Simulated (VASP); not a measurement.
# V (Fd-3m) in VASP: notebook

V is run at these levels: PBE; tasks: single point, relaxation of cell and atoms.

Program: VASP 6.6.1. These are calculated values, not measurements. Logs are shortened: lines on timing, memory, paths and dates and some standing lists are left out, and cuts for length are marked.

### Step 1. The cell of the first run

It takes space group Fd-3m (No. 227, cubic). Conventional cell: a = 5.679 Å, b = 5.679 Å, c = 5.679 Å, α = 90.00°, β = 90.00°, γ = 90.00°. V (site symmetry -43m) has 4 V at 2.46 Å within 3.2 Å.

This isn't the form of V at room conditions, which is bcc.

### Step 2. Single point, PBE, collinear spin, ferromagnetic start (22.89 Å³/atom)

Contents of INCAR:

```
ALGO = Normal ; EDIFF = 1E-6
ENCUT = 520 ; GGA = PE
ISIF = 2 ; ISMEAR = -1
ISPIN = 2 ; LASPH = T
LCHARG = F ; LMAXMIX = 4
LORBIT = 11 ; LREAL = F
LWAVE = F ; MAGMOM = 1.453 1.453
NBANDS = 24 ; NELM = 150
PREC = Accurate ; SIGMA = 0.05
```

Contents of KPOINTS:

```
k-points
0
Gamma
  11 11 11
```

Contents of POSCAR:

```
V
1.0
    0.0000000000      2.8394261418      2.8394261418
    2.8394261418      0.0000000000      2.8394261418
    2.8394261418      2.8394261418      0.0000000000
V
2
Direct
    0.1250000000      0.1250000000      0.1250000000
    0.8750000000      0.8750000000      0.8750000000
```

Potentials or basis: VASP PAW PBE potentials, release 64 (V_sv).

On the command line:

```sh
> cat potpaw_PBE.64/V_sv/POTCAR > POTCAR
> mpirun -np 1 vasp_std > vasp.out
```

OUTCAR:

```text
EDIFF = 1E-6
   ENCUT = 520
   GGA = PE
   ISIF = 2
   ISMEAR = -1
   ISPIN = 2
   LASPH = T
   LORBIT = 11
   LREAL = F
   NELM = 150
   PREC = Accurate

 ion  position               nearest neighbor table
   1  0.125  0.125  0.125-   2 2.46   2 2.46   2 2.46   2 2.46
   2  0.875  0.875  0.875-   1 2.46   1 2.46   1 2.46   1 2.46

  LATTYP: Found a face centered cubic cell.
 ALAT       =     5.6788522836

  Lattice vectors:

 A1 = (   0.0000000000,   2.8394261418,   2.8394261418)
 A2 = (   2.8394261418,   0.0000000000,   2.8394261418)
 A3 = (   2.8394261418,   2.8394261418,   0.0000000000)

Analysis of symmetry for initial positions (statically):
=====================================================================
 Subroutine PRICEL returns:
 Original cell was already a primitive cell.

 Routine SETGRP: Setting up the symmetry group for a
 face centered cubic supercell.

 Subroutine GETGRP returns: Found 48 space group operations
 (whereof 12 operations were pure point group operations)
 out of a pool of 48 trial point group operations.

The static configuration has the point symmetry D_3d.
 The point group associated with its full space group is O_h .

Analysis of symmetry for dynamics (positions and initial velocities):
=====================================================================
 Subroutine PRICEL returns:
 Original cell was already a primitive cell.

 Routine SETGRP: Setting up the symmetry group for a
 face centered cubic supercell.

 Subroutine GETGRP returns: Found 48 space group operations
 (whereof 12 operations were pure point group operations)
 out of a pool of 48 trial point group operations.

The dynamic configuration has the point symmetry D_3d.
 The point group associated with its full space group is O_h .

Analysis of structural, dynamic, and magnetic symmetry:
=====================================================================
 Subroutine PRICEL returns:
 Original cell was already a primitive cell.

 Routine SETGRP: Setting up the symmetry group for a
 face centered cubic supercell.

 Subroutine GETGRP returns: Found 48 space group operations
 (whereof 12 operations were pure point group operations)
 out of a pool of 48 trial point group operations.

The overall configuration has the point symmetry D_3d.
 The point group associated with its full space group is O_h .

 Subroutine INISYM returns: Found 48 space group operations
 (whereof 12 operations are pure point group operations),
 and found     1 'primitive' translations

----------------------------------------------------------------------------------------
[... 116 lines left out ...]
  Thomas-Fermi vector in A             =   2.482751
   LORBIT       =     11    0 simple, 1 ext, 2 COOP (PROOUT), +10 PAW based schemes
   GGA     = PE    functional components
   LHFCALC =     F    Hartree Fock is set to
   AEXX    =    0.0000 exact exchange contribution
   IVDW    =     0    specifies the selected vdW correction
   LEPSILON=     F    determine dielectric tensor
   LRPA    =     F    only Hartree local field effects (RPA)
 spin polarized calculation
  energy-cutoff  :      520.00
  volume of cell :       45.78
 maximum number of plane-waves:      1252
 NGX is ok and might be reduce to    30
   NGX = 15   NGY = 15   NGZ = 15

 number of electron      25.9999987 magnetization       3.9168202

 Free energy of the ion-electron system (eV)
  ---------------------------------------------------
  ext. energy  EPLUGINS =         0.00000000
  ---------------------------------------------------
  free energy    TOTEN  =       -13.32210119 eV

  energy without entropy =      -13.29878158  energy(sigma->0) =      -13.31044139

 E-fermi :   4.4696     XC(G=0):  -9.9450

 val. band max:        4.4653881774   @ k =  -0.3636   0.2727   0.0909
 cond. band min:       4.4716277359   @ k =  -0.3636   0.3636   0.0000
 fundamental gap:      0.0062395585
 Fermi energy:         4.4695974409

 spin component 1

 k-point     1 :       0.0000    0.0000    0.0000
  band No.  band energies     occupation
      1     -60.2897      1.00000
      2     -59.9853      1.00000
      3     -34.2727      1.00000
      4     -34.2727      1.00000
      5     -34.2727      1.00000
      6     -33.7747      1.00000
[... 637 lines left out ...]
     23      14.5229      0.00000
     24      16.8250      0.00000

 [... further k-points ...]

 spin component 2

 k-point     1 :       0.0000    0.0000    0.0000
  band No.  band energies     occupation
      1     -58.7349      1.00000
      2     -58.4385      1.00000
      3     -32.7190      1.00000
      4     -32.7190      1.00000
      5     -32.7190      1.00000
      6     -32.2431      1.00000
[... 637 lines left out ...]
     23      14.9159      0.00000
     24      17.3960      0.00000

 [... further k-points ...]

------------------------ aborting loop because EDIFF is reached ----------------------------------------

  FORCE on cell =-STRESS in cart. coord.  units (eV):
  Direction    XX          YY          ZZ          XY          YZ          ZX
  --------------------------------------------------------------------------------------
  -------------------------------------------------------------------------------------
  Total       -1.5595342     -1.5595342     -1.5595342     -0.0000000      0.0000000      0.0000000
  in kB      -54.5737456    -54.5737456    -54.5737456     -0.0000000      0.0000000      0.0000000
  external PRESSURE =     -54.5737456 kB  Pullay stress =       0.0000000 kB

 VOLUME and BASIS-vectors are now :
 -----------------------------------------------------------------------------
  energy-cutoff  :      520.00
  volume of cell :       45.78
      direct lattice vectors                 reciprocal lattice vectors
     0.000000000  2.839426142  2.839426142    -0.176091920  0.176091920  0.176091920
     2.839426142  0.000000000  2.839426142     0.176091920 -0.176091920  0.176091920
     2.839426142  2.839426142  0.000000000     0.176091920  0.176091920 -0.176091920

 POSITION                                       TOTAL-FORCE (eV/Angst)
 -----------------------------------------------------------------------------------
      0.70986      0.70986      0.70986         0.000000     -0.000000      0.000000
      4.96900      4.96900      4.96900        -0.000000      0.000000     -0.000000
 -----------------------------------------------------------------------------------
    total drift:                               -0.000000      0.000000      0.000000

  FREE ENERGIE OF THE ION-ELECTRON SYSTEM (eV)
  ---------------------------------------------------
  free  energy   TOTEN  =       -13.3221011873 eV

  energy  without entropy=      -13.2987815837  energy(sigma->0) =      -13.31044139

 total charge

# of ion       s       p       d       tot
------------------------------------------
    1        2.335   6.086   3.114  11.535
    2        2.335   6.086   3.114  11.535
--------------------------------------------------
tot          4.670  12.172   6.229  23.070

 magnetization (x)

# of ion       s       p       d       tot
------------------------------------------
    1        0.072   0.075   1.584   1.731
    2        0.072   0.075   1.584   1.731
--------------------------------------------------
tot          0.145   0.149   3.169   3.463
```

stdout:

```text
POSCAR found type information on POSCAR V
 POSCAR found :  1 types and       2 ions
 scaLAPACK will be used
 LDA part: xc-table for (Slater+PW92), standard interpolation
 POSCAR, INCAR and KPOINTS ok, starting setup
 FFT: planning ... GRIDC
 FFT: planning ... GRID_SOFT
 FFT: planning ... GRID
 WAVECAR not read
 entering main loop
```

It took 2.8 min on 1 thread of Intel Xeon 8259CL, shared host; peak memory 0.24 GiB.

Results:

| Property | Result |
| --- | --- |
| Free energy | -13.3221 eV |
| Pressure | -5.5 GPa |
| Net moment | 3.92 μB per cell |
| Site moments | V +1.73 μB |
| Valence electrons inside the program's atomic spheres | V 11.54 |

Levels at points of the mesh, in eV from the Fermi level:
Spin up:
| k point | band 13 | band 14 | band 15 | band 16 | band 17 | band 18 |
| --- | --- | --- | --- | --- | --- | --- |
| (0.00, 0.00, 0.00) | -1.45 | -1.45 | 0.36 | 0.36 | 0.36 | 2.14 |
Spin down:
```tsv
k point	band 7	band 8	band 9	band 10	band 11	band 12	band 13	band 14	band 15	band 16
(0.00, 0.00, 0.00)	-36.71	-36.71	-4.45	-0.30	-0.30	0.32	0.32	0.32	1.81	1.81
```

Caveat: the cell stands under tension.

### Step 3. Relaxation of cell and atoms, PBE, collinear spin, ferromagnetic start

This run uses another cell than the first one, of 18.67 Å³/atom.

Contents of INCAR:

```
SYSTEM = V
PREC = Accurate ; ENCUT = 600
EDIFF = 1E-7 ; ISMEAR = -1
SIGMA = 0.05 ; LREAL = .FALSE.
LASPH = .TRUE. ; NELM = 150
ALGO = Normal ; ISIF = 3
LWAVE = .FALSE. ; LCHARG = .FALSE.
ISPIN = 2 ; MAGMOM = 1 1
LORBIT = 11 ; LMAXMIX = 4
GGA = PE ; IBRION = 2
NSW = 80 ; EDIFFG = -0.01
```

Contents of KPOINTS:

```
regular mesh
0
G
  10 10 10
  0 0 0
```

Contents of POSCAR:

```
V
1.0
    0.0000000000      2.6526688921      2.6526688921
    2.6526688921      0.0000000000      2.6526688921
    2.6526688921      2.6526688921      0.0000000000
V
2
Direct
    0.1250000000      0.1250000000      0.1250000000
    0.8750000000      0.8750000000      0.8750000000
```

Potentials or basis: VASP PAW PBE potentials, release 64 (V_sv).

On the command line:

```sh
> cat potpaw_PBE.64/V_sv/POTCAR > POTCAR
> mpirun -np 1 vasp_std > vasp.out
```

It took 4.7 min on 1 thread of Intel Xeon 8259CL, shared host; peak memory 0.22 GiB.

It converged, with:

```
Free energy                                           : -13.4073 eV
Relaxed volume                                        : 20.55 Å³/atom
Relaxed cell                                          : a = 3.873 Å, b = 3.873 Å, c = 3.873 Å, α = 60.00°, β = 60.00°, γ = 60.00°
Space group after relaxing (to 0.1 Å)                 : Fd-3m (No. 227)
Energy gained by relaxing                             : 37.5 meV/atom
Ionic steps                                           : 3
Pressure after relaxing                               : 0.0 GPa
Net moment                                            : 3.81 μB per cell
Site moments                                          : V +1.73 μB
Valence electrons inside the program's atomic spheres : V 11.65
```

The path:
| step | energy change (eV) | largest force (eV/Å) | pressure (GPa) | volume (Å³) |
| --- | --- | --- | --- | --- |
| 1 | 0.0000 | 0.0000 | 6.69 | 37.33 |
| 2 | -0.0732 | 0.0000 | -0.89 | 41.70 |
| 3 | -0.0749 | 0.0000 | -0.01 | 41.09 |

Final structure:
```
V
1.0
     0.00000    2.73892    2.73892
     2.73892    0.00000    2.73892
     2.73892    2.73892    0.00000
V
2
Direct
  0.12500 0.12500 0.12500
  0.87500 0.87500 0.87500
```

Levels at points of the mesh, in eV from the Fermi level:
Spin up:
| k point | band 11 | band 12 | band 13 | band 14 | band 15 | band 16 | band 17 | band 18 |
| --- | --- | --- | --- | --- | --- | --- | --- | --- |
| (0.00, 0.00, 0.00) | -1.59 | -1.53 | -1.53 | -1.53 | 0.51 | 0.51 | 0.51 | 2.59 |
| (0.50, 0.00, 0.00) | -1.52 | -1.52 | -1.51 | -1.51 | -0.70 | 1.33 | 1.33 | 2.05 |
| (0.50, 0.50, 0.00) | -1.44 | -1.44 | -0.87 | -0.87 | 0.44 | 0.44 | 2.21 | 2.21 |
Spin down:
```csv
k point,band 7,band 8,band 9,band 10,band 11,band 12,band 13,band 14,band 15,band 16
"(0.00, 0.00, 0.00)",-36.53,-36.53,-4.70,-0.48,-0.48,0.30,0.30,0.30,1.95,1.95
"(0.50, 0.00, 0.00)",-36.46,-36.46,-1.44,-1.17,-0.44,-0.44,0.30,0.30,0.90,2.51
"(0.50, 0.50, 0.00)",-36.38,-36.38,-1.58,-1.58,0.43,0.43,0.67,0.67,1.56,1.56
```

### Step 4. Single point, PBE, collinear spin, ferromagnetic start

This run uses another cell than the first one, of 20.44 Å³/atom.

Contents of INCAR:

```
SYSTEM = V
PREC     = Accurate       ! precision mode
ENCUT    = 520            ! plane-wave cutoff, eV
EDIFF    = 1E-6           ! SCF threshold, eV
ISMEAR   = -1             ! smearing method
SIGMA    = 0.05           ! smearing width, eV
LREAL    = .False.        ! projectors in reciprocal space
LASPH    = .True.         ! aspherical terms in the spheres
NELM     = 150            ! most SCF steps
ALGO     = Normal         ! electronic algorithm
ISIF     = 2              ! what is computed and relaxed
LWAVE    = .False.        ! write WAVECAR
LCHARG   = .True.         ! write CHGCAR
ISPIN    = 2              ! spin polarisation
MAGMOM   = 1.461 1.461    ! initial moments
LORBIT   = 11             ! projections on sites
LMAXMIX  = 4              ! l up to which the mixer works
GGA      = PE             ! functional
LELF     = .True.         ! ELF
LVHAR    = .True.       
NBANDS   = 24             ! bands
```

Contents of KPOINTS:

```
Automatic mesh
0
Gamma
  16 16 16
  0 0 0
```

Contents of POSCAR:

```
V
1.0
    0.0000000000      2.7341640512      2.7341640512
    2.7341640512      0.0000000000      2.7341640512
    2.7341640512      2.7341640512      0.0000000000
V
2
Direct
    0.1250000000      0.1250000000      0.1250000000
    0.8750000000      0.8750000000      0.8750000000
```

On the command line:

```sh
> cat potpaw_PBE.64/V_sv/POTCAR > POTCAR
> mpirun -np 1 vasp_std > vasp.out
```

Run time: 7.9 min. Hardware: 1 thread of Intel Xeon 8259CL, shared host; peak memory 0.32 GiB.

Results (log left out):

* Free energy: -13.4081 eV
* Pressure: 0.2 GPa
* Net moment: 3.79 μB per cell
* Site moments: V +1.72 μB
* Valence electrons inside the program's atomic spheres: V 11.66

Levels at points of the mesh, in eV from the Fermi level:
Spin up:
```csv
k point,band 13,band 14,band 15,band 16,band 17,band 18
"(0.00, 0.00, 0.00)",-1.52,-1.52,0.53,0.53,0.53,2.62
"(0.50, 0.00, 0.00)",-1.51,-1.51,-0.68,1.35,1.35,2.07
"(0.50, 0.50, 0.00)",-0.86,-0.86,0.46,0.46,2.24,2.24
```
Spin down:
| k point | band 8 | band 9 | band 10 | band 11 | band 12 | band 13 | band 14 | band 15 |
| --- | --- | --- | --- | --- | --- | --- | --- | --- |
| (0.00, 0.00, 0.00) | -36.53 | -4.71 | -0.49 | -0.49 | 0.29 | 0.29 | 0.29 | 1.96 |
| (0.50, 0.00, 0.00) | -36.45 | -1.44 | -1.18 | -0.45 | -0.45 | 0.30 | 0.30 | 0.91 |
| (0.50, 0.50, 0.00) | -36.37 | -1.59 | -1.59 | 0.43 | 0.43 | 0.68 | 0.68 | 1.56 |

### Step 5. Overview

```csv
task,cell,k mesh,cutoff (eV),gap on the mesh (eV),pressure (GPa),moment (μB)
single point,"a = 4.016 Å, angles 60.0°, 2 atoms",11 × 11 × 11,520,none,-5.5,3.92
relaxation of cell and atoms,"relaxed from a = 3.751 Å, angles 60.0°, 2 atoms",10 × 10 × 10,600,none,0.0,3.81
single point,"a = 3.867 Å, angles 60.0°, 2 atoms",16 × 16 × 16,520,none,0.2,3.79
```

Alike in all rows: level PBE; potentials or basis VASP PAW PBE potentials, release 64 (V_sv); spin collinear, ferromagnetic start; smearing fermi-dirac 0.05 eV.

Caveats: the cell stands under tension (at least some runs).

Total energies depend on the potentials used, so only differences within one code and one set of settings carry meaning.
